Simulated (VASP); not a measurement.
# SiNi3 (Pm-3m) in VASP: single point with PBEsol

Aim: the single point of SiNi3 with PBEsol.

Everything below comes from runs of VASP 6.6.1. Logs are shortened: lines on timing, memory, paths and dates and some standing lists are left out, and cuts for length are marked.

### Step 1. The cell of the first run

It takes space group Pm-3m (No. 221, cubic). The conventional cell has a = 3.461 Å, b = 3.461 Å, c = 3.461 Å, α = 90.00°, β = 90.00°, γ = 90.00°. Si (site symmetry m-3m) has 12 Ni at 2.45 Å within 3.2 Å. Within 3.2 Å of Ni (site symmetry 4/mmm) lie 8 Ni at 2.45 Å and 4 Si at 2.45 Å.

### Step 2. Single point, PBEsol

INCAR reads:

```
  ALGO = Fast
  EDIFF = 1E-7
  ENCUT = 520
  GGA = PS
  ISIF = 2
  ISMEAR = 0
  LASPH = T
  LCHARG = T
  LELF = T
  LREAL = F
  LVHAR = T
  LWAVE = F
  NBANDS = 25
  NELM = 80
  PREC = Accurate
  SIGMA = 0.15
```

KPOINTS reads:

```
k-points
0
Gamma
  10 10 10
```

POSCAR reads:

```
SiNi3
1.0
    3.4611272008      0.0000119702     -0.0000238187
    0.0000076307      3.4612083277      0.0000077810
   -0.0000248671      0.0000152871      3.4610401417
Si Ni
1 3
Direct
   -0.0000022737      0.0000001628      0.0000007811
    0.0000012889      0.5000004846      0.4999993391
    0.5000018470     -0.0000005470      0.5000000670
    0.4999991377      0.4999998995     -0.0000001872
```

Potentials or basis: VASP PAW PBE potentials, release 64 (Si, Ni).

Launch:

```
$ cat potpaw_PBE.64/Si/POTCAR potpaw_PBE.64/Ni/POTCAR > POTCAR
$ mpirun -np 1 vasp_std > vasp.out
```

OUTCAR:

```text
EDIFF = 1E-7
   ENCUT = 520
   GGA = PS
   ISIF = 2
   ISMEAR = 0
   LASPH = T
   LREAL = F
   NELM = 80
   PREC = Accurate

 ion  position               nearest neighbor table
   1  1.000  0.000  0.000-   3 2.45   3 2.45   3 2.45   2 2.45   2 2.45   3 2.45   2 2.45   2 2.45
                             4 2.45   4 2.45   4 2.45   4 2.45
   2  0.000  0.500  0.500-   4 2.45   4 2.45   4 2.45   1 2.45   4 2.45   1 2.45   1 2.45   1 2.45
                             3 2.45   3 2.45   3 2.45   3 2.45
   3  0.500  1.000  0.500-   1 2.45   1 2.45   1 2.45   4 2.45   4 2.45   1 2.45   4 2.45   4 2.45
                             2 2.45   2 2.45   2 2.45   2 2.45
   4  0.500  0.500  1.000-   2 2.45   2 2.45   2 2.45   3 2.45   3 2.45   2 2.45   3 2.45   3 2.45
                             1 2.45   1 2.45   1 2.45   1 2.45

  LATTYP: Found a simple monoclinic cell.
 ALAT       =     3.4610401418
 B/A-ratio  =     1.0000485940
 C/A-ratio  =     1.0000251540
 COS(beta)  =    -0.0000140666

  Lattice vectors:

 A1 = (   0.0000248671,  -0.0000152871,  -3.4610401417)
 A2 = (  -0.0000076307,  -3.4612083277,  -0.0000077810)
 A3 = (  -3.4611272008,  -0.0000119702,   0.0000238187)

Analysis of symmetry for initial positions (statically):
=====================================================================
 Subroutine PRICEL returns:
 Original cell was already a primitive cell.

 Routine SETGRP: Setting up the symmetry group for a
 simple monoclinic supercell.

 Subroutine GETGRP returns: Found  4 space group operations
 (whereof  4 operations were pure point group operations)
 out of a pool of  4 trial point group operations.

The static configuration has the point symmetry C_2h.

Analysis of symmetry for dynamics (positions and initial velocities):
=====================================================================
 Subroutine PRICEL returns:
 Original cell was already a primitive cell.

 Routine SETGRP: Setting up the symmetry group for a
 simple monoclinic supercell.

 Subroutine GETGRP returns: Found  4 space group operations
 (whereof  4 operations were pure point group operations)
 out of a pool of  4 trial point group operations.

The dynamic configuration has the point symmetry C_2h.

 Subroutine INISYM returns: Found  4 space group operations
 (whereof  4 operations are pure point group operations),
 and found     1 'primitive' translations

[... 99 lines left out ...]
   LREAL  =      F    real-space projection
   EDIFFG = 0.1E-05   stopping-criterion for IOM
   NSW    =      0    number of steps for IOM
   IBRION =     -1    ionic relax: 0-MD 1-quasi-New 2-CG
   NFREE  =      0    steps in history (QN), initial steepest desc. (CG)
   ISIF   =      2    stress and relaxation
   ISYM   =      2    0-nonsym 1-usesym 2-fastsym
   POTIM  = 0.5000    time-step for ionic-motion
   TEBEG  =    0.0;   TEEND  =   0.0 temperature during run
   PSTRESS=    0.0 pullay stress
   NELECT =      34.0000    total number of electrons
   NUPDOWN=      -1.0000    fix difference up-down
   EMIN   =  10.00;   EMAX   =-10.00  energy-range for DOS
   EFERMI =   0.00;   METHOD = LEGACY
   ISMEAR =     0;   SIGMA  =   0.15  broadening in eV -4-tet -1-fermi 0-gaus
   EFERMI_NEDOS =   21; number of points for ismear=-14 and -15
   IALGO  =     68    algorithm
   IMIX   =      4    mixing-type and parameters
     AMIX     =   0.40;   BMIX     =  1.00
     AMIX_MAG =   1.60;   BMIX_MAG =  1.00
  volume/ion in A,a.u.               =      10.37        69.95
  Fermi-wavevector in a.u.,A,eV,Ry     =   1.532324  2.895672 31.946692  2.348016
  Thomas-Fermi vector in A             =   2.639545
   LORBIT       =      0    0 simple, 1 ext, 2 COOP (PROOUT), +10 PAW based schemes
   GGA     = PS    functional components
   LHFCALC =     F    Hartree Fock is set to
   AEXX    =    0.0000 exact exchange contribution
   IVDW    =     0    specifies the selected vdW correction
   LEPSILON=     F    determine dielectric tensor
   LRPA    =     F    only Hartree local field effects (RPA)
 non-spin polarized calculation
 RMM-DIIS sequential band-by-band and
 Gauss-broadening in eV      SIGMA  =   0.15
  energy-cutoff  :      520.00
  volume of cell :       41.46
 maximum number of plane-waves:      1141
 NGX is ok and might be reduce to    28
   NGX = 13   NGY = 13   NGZ = 13

 number of electron      33.9999975 magnetization

 Free energy of the ion-electron system (eV)
  ---------------------------------------------------
  ext. energy  EPLUGINS =         0.00000000
  ---------------------------------------------------
  free energy    TOTEN  =       -26.30358233 eV

  energy without entropy =      -26.28342582  energy(sigma->0) =      -26.29350408

 E-fermi :  11.1086     XC(G=0): -13.4555

 val. band max:       11.0656929768   @ k =   0.1000   0.1000  -0.0000
 cond. band min:      11.1277533032   @ k =   0.0000   0.0000   0.0000
 fundamental gap:      0.0620603263
 Fermi energy:        11.1085908073

 k-point     1 :       0.0000    0.0000    0.0000
  band No.  band energies     occupation
      1      -1.1429      2.00000
      2       5.9607      2.00000
      3       6.7902      2.00000
      4       6.7902      2.00000
      5       7.3356      2.00000
      6       7.3356      2.00000
[... 661 lines left out ...]
     24      20.9413      0.00000
     25      21.9992      0.00000

 [... further k-points ...]

------------------------ aborting loop because EDIFF is reached ----------------------------------------

  FORCE on cell =-STRESS in cart. coord.  units (eV):
  Direction    XX          YY          ZZ          XY          YZ          ZX
  --------------------------------------------------------------------------------------
  -------------------------------------------------------------------------------------
  Total        0.0332846      0.0322725      0.0344600      0.0000002      0.0000002      0.0005304
  in kB        1.2861799      1.2470703      1.3316006      0.0000073      0.0000088      0.0204965
  external PRESSURE =       1.2882836 kB  Pullay stress =       0.0000000 kB

 VOLUME and BASIS-vectors are now :
 -----------------------------------------------------------------------------
  energy-cutoff  :      520.00
  volume of cell :       41.46
      direct lattice vectors                 reciprocal lattice vectors
     3.461127201  0.000011970 -0.000023819     0.288923215 -0.000000637  0.000002076
     0.000007631  3.461208328  0.000007781    -0.000000999  0.288916443 -0.000001276
    -0.000024867  0.000015287  3.461040142     0.000001988 -0.000000650  0.288930483

 POSITION                                       TOTAL-FORCE (eV/Angst)
 -----------------------------------------------------------------------------------
      3.46112      0.00001     -0.00002        -0.000000     -0.000000      0.000000
     -0.00000      1.73061      1.73052        -0.000000      0.000000      0.000000
      1.73057      3.46122      1.73052         0.000000     -0.000000      0.000000
      1.73054      1.73063      3.46103         0.000000      0.000000     -0.000000
 -----------------------------------------------------------------------------------
    total drift:                               -0.000806     -0.000127      0.000380

  FREE ENERGIE OF THE ION-ELECTRON SYSTEM (eV)
  ---------------------------------------------------
  free  energy   TOTEN  =       -26.3035823311 eV

  energy  without entropy=      -26.2834258203  energy(sigma->0) =      -26.29350408
```

OSZICAR:

```text
N       E                     dE             d eps       ncg     rms          rms(c)
DAV:   1     0.197425288840E+03    0.19743E+03   -0.15334E+04 15832   0.183E+03
[... 11 lines left out ...]
RMM:  13    -0.263036182060E+02    0.14060E-03   -0.66133E-04 18895   0.255E-01    0.939E-02
RMM:  14    -0.263035822922E+02    0.35914E-04   -0.31780E-04 19484   0.135E-01    0.399E-02
RMM:  15    -0.263035827718E+02   -0.47963E-06   -0.85387E-05 20650   0.623E-02    0.199E-02
RMM:  16    -0.263035833705E+02   -0.59871E-06   -0.16896E-05 21921   0.257E-02    0.127E-02
RMM:  17    -0.263035824475E+02    0.92305E-06   -0.20862E-06 18669   0.131E-02    0.293E-03
RMM:  18    -0.263035823116E+02    0.13588E-06   -0.79905E-07 15683   0.556E-03    0.101E-03
RMM:  19    -0.263035823311E+02   -0.19538E-07   -0.13598E-07  9622   0.283E-03
   1 F= -.26303582E+02 E0= -.26293504E+02  d E =-.201565E-01
```

Run time: 11 min. Hardware: 1 thread of Intel Xeon 8259CL, shared host; peak memory 0.37 GiB.

What came out:

| Property | Result |
| --- | --- |
| Free energy | -26.3036 eV |
| Pressure | 0.1 GPa |
| Band gap on the k mesh | zero (bands 17 and 18 overlap by 0.25 eV) |

Caveat: the PAW data sets were made with another functional, which shifts forces and pressure a little.
